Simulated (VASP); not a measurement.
ZnO: single point with PBE

ZnO:

```
Zn O
1.0
     5.51757    0.00000    0.00000
     0.00000    5.51757    0.00000
     0.00000    0.00000    3.25878
Zn O
4 4
Cartesian
  1.0040 1.0040 1.6294
  4.5135 4.5135 1.6294
  3.7628 1.7547 0.0000
  1.7547 3.7628 0.0000
  4.5092 1.0084 1.6294
  1.0084 4.5092 1.6294
  3.7671 3.7671 0.0000
  1.7504 1.7504 0.0000
```

- Program: VASP 6.6.1
- Task: single point
- Functional: PBE
- Potentials or basis: VASP PAW PBE potentials, release 64 (Zn, O)
- Cutoff: 520 eV
- k mesh: 4 × 4 × 6
- Occupations: gaussian, width 0.1 eV
- Spin: no spin polarisation

```
Pressure               : 6.0 GPa
Largest force          : 0.034 eV/Å
Band gap on the k mesh : 0.80 eV, direct
```

Forces on the atoms (eV/Å):
```
Zn   0.024  0.024  0.000
Zn  -0.024 -0.024  0.000
Zn   0.024 -0.024  0.000
Zn  -0.024  0.024  0.000
O   -0.005  0.005  0.000
O    0.005 -0.005  0.000
O    0.005  0.005  0.000
O   -0.005 -0.005  0.000
```

Stress tensor (GPa, compression positive):
```
5.86 0.00 0.00
0.00 5.86 0.00
0.00 0.00 6.28
```

Levels at points of the mesh, in eV from the valence-band top:
```
           k point  band 33  band 34  band 35  band 36  band 37  band 38  band 39  band 40
(0.00, 0.00, 0.00)    -0.48    -0.18    -0.18     0.00     0.80     5.26     5.26     6.91
(0.50, 0.00, 0.00)    -0.48    -0.48    -0.43    -0.43     3.22     3.22     6.12     6.12
(0.50, 0.50, 0.00)    -0.87    -0.87    -0.75    -0.75     4.28     4.28     4.67     4.67
(0.00, 0.00, 0.50)    -1.79    -1.79    -1.31    -1.31     5.85     5.85     8.02     8.02
(0.50, 0.00, 0.50)    -1.57    -1.57    -1.05    -1.05     5.94     5.94     6.79     6.79
(0.50, 0.50, 0.50)    -1.35    -1.35    -1.33    -1.33     5.54     5.54     5.96     5.96
```

Run time: 93 s on 1 thread of Intel(R) Xeon(R) Platinum 8259CL CPU @ 2.50GHz (Skylake/Cascade Lake), with other jobs on the host, peak memory 0.24 GiB.

PBE gaps usually lie below the measured ones, often by a third to a half.
